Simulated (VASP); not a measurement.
# Li in VASP: notebook

The runs below take Li through single point, with LDA.

Everything below comes from runs of VASP 6.6.1. Logs are shortened: lines on timing, memory, paths and dates and some standing lists are left out, and cuts for length are marked.

## 1. The cell of the first run

The cell holds a slab with vacuum, 17 atoms: a = 6.980 Å, b = 6.045 Å, c = 20.403 Å, α = 90.00°, β = 90.00°, γ = 54.74°.

## 2. Single point, LDA

The input, INCAR:

```
PREC     = Accurate       # precision mode
ENCUT    = 520            # plane-wave cutoff, eV
EDIFF    = 1E-7           # SCF threshold, eV
ISMEAR   = 0              # smearing method
SIGMA    = 0.05           # smearing width, eV
LREAL    = Auto         
LASPH    = T              # aspherical terms in the spheres
NELM     = 80             # most SCF steps
ALGO     = Normal         # electronic algorithm
ISIF     = 2              # what is computed and relaxed
LWAVE    = F              # write WAVECAR
LCHARG   = F              # write CHGCAR
NBANDS   = 40             # bands
```

The input, KPOINTS:

```
Automatic mesh
0
Gamma
  4 4 1
```

The input, POSCAR:

```
Li
1.0
    6.9800000000      0.0000000000      0.0000000000
    3.4900000000      4.9356050000      0.0000000000
    0.0000000000      0.0000000000     20.4034080000
Li
17
Direct
   -0.2500000150      0.5000000300      0.0490114200
    0.2499999850      0.5000000300      0.0490114200
   -0.2500000350      1.0000000700      0.0490114200
    0.2499999650      1.0000000700      0.0490114200
   -0.0068650512      0.0287621595      0.1565415973
    0.4781028917      0.0287621595      0.1565415973
   -0.0186936021      0.5373872042      0.1550740458
    0.4897972580      0.5204054839      0.1599220068
   -0.2339632559      0.5044076436      0.2685048842
    0.2295556123      0.5044076436      0.2685048842
   -0.2611874037      1.0223748074      0.2616605583
    0.2518675462      0.9962649076      0.2692361823
    0.0018734191     -0.0411132547      0.3721141436
    0.5392398356     -0.0411132547      0.3721141436
    0.0322912888      0.4354174224      0.3909943375
    0.5114906797      0.4770186406      0.3752457604
    0.3031324390     -0.1062648781      0.4796975302
```

Potentials or basis: VASP PAW LDA potentials, release 64 (Li_sv).

Launch:

```
$ cat potpaw_LDA.64/Li_sv/POTCAR > POTCAR
$ mpirun -np 1 vasp_std > vasp.out
```

OUTCAR:

```text
PREC = Accurate
   ENCUT = 520
   EDIFF = 1E-7
   ISMEAR = 0
   LREAL = Auto
   LASPH = T
   NELM = 80
   ISIF = 2

 ion  position               nearest neighbor table
   1  0.750  0.500  0.049-
   2  0.250  0.500  0.049-
   3  0.750  0.000  0.049-
   4  0.250  0.000  0.049-
   5  0.993  0.029  0.157-
   6  0.478  0.029  0.157-
[... 9 lines left out ...]
  16  0.511  0.477  0.375-
  17  0.303  0.894  0.480-

  LATTYP: Found a base centered orthorhombic cell.
 ALAT       =     6.9800000000
 B/A-ratio  =     1.4142134670
 C/A-ratio  =     2.9231243553

  Lattice vectors:

 A1 = (   3.4900000000,  -4.9356050000,   0.0000000000)
 A2 = (   3.4900000000,   4.9356050000,   0.0000000000)
 A3 = (   0.0000000000,   0.0000000000,  20.4034080000)

Analysis of symmetry for initial positions (statically):
=====================================================================
 Subroutine PRICEL returns:
 Original cell was already a primitive cell.

 Routine SETGRP: Setting up the symmetry group for a
 base centered orthorhombic supercell.

 Subroutine GETGRP returns: Found  2 space group operations
 (whereof  1 operations were pure point group operations)
 out of a pool of  8 trial point group operations.

The static configuration has the point symmetry C_1 .
 The point group associated with its full space group is C_1h.

Analysis of symmetry for dynamics (positions and initial velocities):
=====================================================================
 Subroutine PRICEL returns:
 Original cell was already a primitive cell.

 Routine SETGRP: Setting up the symmetry group for a
 base centered orthorhombic supercell.

 Subroutine GETGRP returns: Found  2 space group operations
 (whereof  1 operations were pure point group operations)
 out of a pool of  8 trial point group operations.

The dynamic configuration has the point symmetry C_1 .
 The point group associated with its full space group is C_1h.

 Subroutine INISYM returns: Found  2 space group operations
 (whereof  1 operations are pure point group operations),
 and found     1 'primitive' translations

----------------------------------------------------------------------------------------

[... 105 lines left out ...]
   LREAL  =      T    real-space projection
   EDIFFG = 0.1E-05   stopping-criterion for IOM
   NSW    =      0    number of steps for IOM
   IBRION =     -1    ionic relax: 0-MD 1-quasi-New 2-CG
   NFREE  =      0    steps in history (QN), initial steepest desc. (CG)
   ISIF   =      2    stress and relaxation
   ISYM   =      2    0-nonsym 1-usesym 2-fastsym
   POTIM  = 0.5000    time-step for ionic-motion
   TEBEG  =    0.0;   TEEND  =   0.0 temperature during run
   PSTRESS=    0.0 pullay stress
   NELECT =      51.0000    total number of electrons
   NUPDOWN=      -1.0000    fix difference up-down
   EMIN   =  10.00;   EMAX   =-10.00  energy-range for DOS
   EFERMI =   0.00;   METHOD = LEGACY
   ISMEAR =     0;   SIGMA  =   0.05  broadening in eV -4-tet -1-fermi 0-gaus
   EFERMI_NEDOS =   21; number of points for ismear=-14 and -15
   IALGO  =     38    algorithm
   IMIX   =      4    mixing-type and parameters
     AMIX     =   0.40;   BMIX     =  1.00
     AMIX_MAG =   1.60;   BMIX_MAG =  1.00
  volume/ion in A,a.u.               =      41.35       279.03
  Fermi-wavevector in a.u.,A,eV,Ry     =   0.682808  1.290320  6.343403  0.466227
  Thomas-Fermi vector in A             =   1.761989
   LORBIT       =      0    0 simple, 1 ext, 2 COOP (PROOUT), +10 PAW based schemes
   GGA     = CA    functional components
   LHFCALC =     F    Hartree Fock is set to
   AEXX    =    0.0000 exact exchange contribution
   IVDW    =     0    specifies the selected vdW correction
   LEPSILON=     F    determine dielectric tensor
   LRPA    =     F    only Hartree local field effects (RPA)
 non-spin polarized calculation
 Gauss-broadening in eV      SIGMA  =   0.05
  energy-cutoff  :      520.00
  volume of cell :      702.91
 maximum number of plane-waves:     18950
 NGX is ok and might be reduce to    54
   NGX = 25   NGY = 23   NGZ = 75

 number of electron      51.0000005 magnetization

 Free energy of the ion-electron system (eV)
  ---------------------------------------------------
  ext. energy  EPLUGINS =         0.00000000
  ---------------------------------------------------
  free energy    TOTEN  =       -32.05795790 eV

  energy without entropy =      -32.04292609  energy(sigma->0) =      -32.05044200

 E-fermi :  -1.0650     XC(G=0):  -4.3363

 val. band max:       -1.0798178802   @ k =   0.5000   0.2500   0.0000
 cond. band min:      -1.0360686844   @ k =   0.2500  -0.0000   0.0000
 fundamental gap:      0.0437491958
 Fermi energy:        -1.0650105259

 k-point     1 :       0.0000    0.0000    0.0000
  band No.  band energies     occupation
      1     -48.4351      2.00000
      2     -47.1810      2.00000
      3     -47.1722      2.00000
      4     -47.1720      2.00000
      5     -47.1715      2.00000
      6     -47.1658      2.00000
[... 269 lines left out ...]
     36       1.3440      0.00000
     37       1.8208      0.00000
 [bands above 37 left out]

------------------------ aborting loop because EDIFF is reached ----------------------------------------

  FORCE on cell =-STRESS in cart. coord.  units (eV):
  Direction    XX          YY          ZZ          XY          YZ          ZX
  --------------------------------------------------------------------------------------
  -------------------------------------------------------------------------------------
  Total       -2.4876392     -1.6126730     -0.1824612      0.0000000     -0.0108974      0.0000000
  in kB       -5.6702139     -3.6758550     -0.4158939      0.0000000     -0.0248390      0.0000000
  external PRESSURE =      -3.2539876 kB  Pullay stress =       0.0000000 kB

 VOLUME and BASIS-vectors are now :
 -----------------------------------------------------------------------------
  energy-cutoff  :      520.00
  volume of cell :      702.91
      direct lattice vectors                 reciprocal lattice vectors
     6.980000000  0.000000000  0.000000000     0.143266476 -0.101304703  0.000000000
     3.490000000  4.935605000  0.000000000     0.000000000  0.202609407  0.000000000
     0.000000000  0.000000000 20.403408000     0.000000000  0.000000000  0.049011420

 POSITION                                       TOTAL-FORCE (eV/Angst)
 -----------------------------------------------------------------------------------
      6.98000      2.46780      1.00000        -0.011969     -0.006184      0.006699
      3.49000      2.46780      1.00000         0.011969     -0.006184      0.006699
      5.23500      0.00000      1.00000         0.000000     -0.002792      0.031458
      1.74500      0.00000      1.00000         0.000000      0.013606     -0.056044
      7.03246      0.14196      3.19398        -0.002092     -0.002337      0.002951
      3.43754      0.14196      3.19398         0.002092     -0.002337      0.002951
[... 9 lines left out ...]
      5.23500      2.35438      7.65629        -0.000000     -0.006888     -0.005615
      5.23500      4.41112      9.78746         0.000000     -0.001305      0.003688
 -----------------------------------------------------------------------------------
    total drift:                               -0.000026     -0.007274      0.010135

  FREE ENERGIE OF THE ION-ELECTRON SYSTEM (eV)
  ---------------------------------------------------
  free  energy   TOTEN  =       -32.0579579016 eV

  energy  without entropy=      -32.0429260911  energy(sigma->0) =      -32.05044200
```

OSZICAR:

```text
N       E                     dE             d eps       ncg     rms          rms(c)
DAV:   1     0.272582136862E+03    0.27258E+03   -0.23987E+04   616   0.109E+03
DAV:   2     0.444886360268E+02   -0.22809E+03   -0.21563E+03   608   0.305E+02
DAV:   3    -0.945560506204E+01   -0.53944E+02   -0.52938E+02  1008   0.836E+01
DAV:   4    -0.311636046494E+02   -0.21708E+02   -0.21478E+02  1072   0.716E+01
[... 14 lines left out ...]
DAV:  19    -0.320579482714E+02   -0.40369E-04   -0.68293E-06   688   0.481E-03    0.133E-03
DAV:  20    -0.320579565551E+02   -0.82838E-05   -0.11865E-06   552   0.260E-03    0.465E-04
DAV:  21    -0.320579576338E+02   -0.10787E-05   -0.29988E-07   656   0.132E-03    0.324E-04
DAV:  22    -0.320579578454E+02   -0.21159E-06   -0.39100E-08   528   0.752E-04    0.127E-04
DAV:  23    -0.320579579016E+02   -0.56205E-07   -0.29770E-08   504   0.496E-04
   1 F= -.32057958E+02 E0= -.32050442E+02  d E =-.150318E-01
```

stdout:

```text
POSCAR found type information on POSCAR Li
 POSCAR found :  1 types and      17 ions
 scaLAPACK will be used
 LDA part: xc-table for (Slater(with rela. corr.)+CA(PZ))
 , standard interpolation
 POSCAR, INCAR and KPOINTS ok, starting setup
 FFT: planning ... GRIDC
 FFT: planning ... GRID_SOFT
 FFT: planning ... GRID
 WAVECAR not read
 entering main loop
```

Run time: 15 min. Hardware: 1 thread of Intel Xeon 8259CL, shared host; peak memory 0.6 GiB.

Results:

- Free energy: -32.0580 eV
- Largest force: 0.058 eV/Å
- Band gap on the k mesh: zero (an odd number of electrons rules out a gap without spin polarisation)

Forces in eV/Å, atoms in the order of the input:
```
Li  -0.012 -0.006  0.007
Li   0.012 -0.006  0.007
Li   0.000 -0.003  0.031
Li   0.000  0.014 -0.056
Li  -0.002 -0.002  0.003
Li   0.002 -0.002  0.003
Li   0.000  0.001 -0.016
Li   0.000 -0.001  0.004
Li  -0.003  0.007  0.006
Li   0.003  0.007  0.006
Li   0.000  0.003 -0.004
Li   0.000 -0.002  0.002
Li   0.002  0.004  0.005
Li  -0.002  0.004  0.005
Li   0.000 -0.007 -0.001
Li   0.000 -0.007 -0.006
Li   0.000 -0.001  0.004
```

Levels at points of the mesh, in eV from the Fermi level:
```csv
k point,band 22,band 23,band 24,band 25,band 26,band 27,band 28,band 29
"(0.00, 0.00, 0.00)",-0.14,-0.14,-0.11,-0.07,0.14,0.17,0.19,0.21
"(0.50, 0.00, 0.00)",-1.00,-0.80,-0.35,-0.31,0.13,0.24,0.30,0.36
"(0.00, 0.50, 0.00)",-1.12,-1.10,-0.73,-0.50,-0.50,-0.45,0.43,0.46
```

Caveat: the cutoff is under 1.25 times the usual one of these potentials, so pressure, stress and relaxed cells hold a basis-set (Pulay) error.

## 3. Single point, LDA

The input, INCAR:

```
SYSTEM = Li
ALGO = Normal
EDIFF = 1E-6
ENCUT = 520
ISIF = 2
ISMEAR = 0
LASPH = .TRUE.
LCHARG = .FALSE.
LREAL = Auto
LWAVE = .FALSE.
NBANDS = 40
NELM = 60
PREC = Accurate
SIGMA = 0.05
```

The input, KPOINTS:

```
k-points
0
G
  4 4 1
  0 0 0
```

The input, POSCAR:

```
Li
1.0
    6.9800000000      0.0000000000      0.0000000000
    3.4900000000      4.9356050000      0.0000000000
    0.0000000000      0.0000000000     20.4034080000
Li
17
Direct
   -0.2500000507      0.5000001013      0.0490114201
    0.2499999493      0.5000001013      0.0490114201
   -0.2500000000      1.0000000000      0.0490114201
    0.2500000000      1.0000000000      0.0490114201
   -0.0068650685      0.0287622287      0.1565415934
    0.4781028398      0.0287622287      0.1565415934
   -0.0186936049      0.5373872099      0.1550740445
    0.4897972488      0.5204055025      0.1599220091
   -0.2339632888      0.5044076663      0.2685048988
    0.2295556224      0.5044076663      0.2685048988
   -0.2611873823      1.0223747646      0.2616605520
    0.2518675522      0.9962648956      0.2692361982
    0.0018734113     -0.0411132982      0.3721141586
    0.5392398869     -0.0411132982      0.3721141586
    0.0322913300      0.4354173399      0.3909943378
    0.5114906379      0.4770187241      0.3752457433
    0.3031323921     -0.1062647842      0.4796975094
```

Potentials or basis: VASP PAW LDA potentials, release 64 (Li_sv).

Launch:

```
$ cat potpaw_LDA.64/Li_sv/POTCAR > POTCAR
$ mpirun -np 1 vasp_std > vasp.out
```

Run time: 13 min. Hardware: 1 thread of Intel Xeon 8259CL, shared host; peak memory 0.6 GiB.

The run converged. Its results:

| Quantity | Value |
| --- | --- |
| Free energy | -32.0580 eV |
| Largest force | 0.058 eV/Å |
| Band gap on the k mesh | zero (an odd number of electrons rules out a gap without spin polarisation) |

Forces on the atoms (eV/Å):
```
Li  -0.012 -0.006  0.007
Li   0.012 -0.006  0.007
Li   0.000 -0.003  0.031
Li   0.000  0.014 -0.056
Li  -0.002 -0.002  0.003
Li   0.002 -0.002  0.003
Li   0.000  0.001 -0.016
Li   0.000 -0.001  0.004
Li  -0.003  0.007  0.006
Li   0.003  0.007  0.006
Li   0.000  0.003 -0.004
Li   0.000 -0.002  0.002
Li   0.002  0.004  0.005
Li  -0.002  0.004  0.005
Li   0.000 -0.007 -0.001
Li   0.000 -0.007 -0.006
Li   0.000 -0.001  0.004
```

Levels at points of the mesh, in eV from the Fermi level:
```
           k point  band 23  band 24  band 25  band 26  band 27  band 28
(0.00, 0.00, 0.00)    -0.14    -0.11    -0.07     0.14     0.17     0.19
(0.50, 0.00, 0.00)    -0.80    -0.35    -0.31     0.13     0.24     0.30
(0.00, 0.50, 0.00)    -1.10    -0.73    -0.50    -0.50    -0.45     0.43
```

Caveat: the cutoff is under 1.25 times the usual one of these potentials, so pressure, stress and relaxed cells hold a basis-set (Pulay) error.
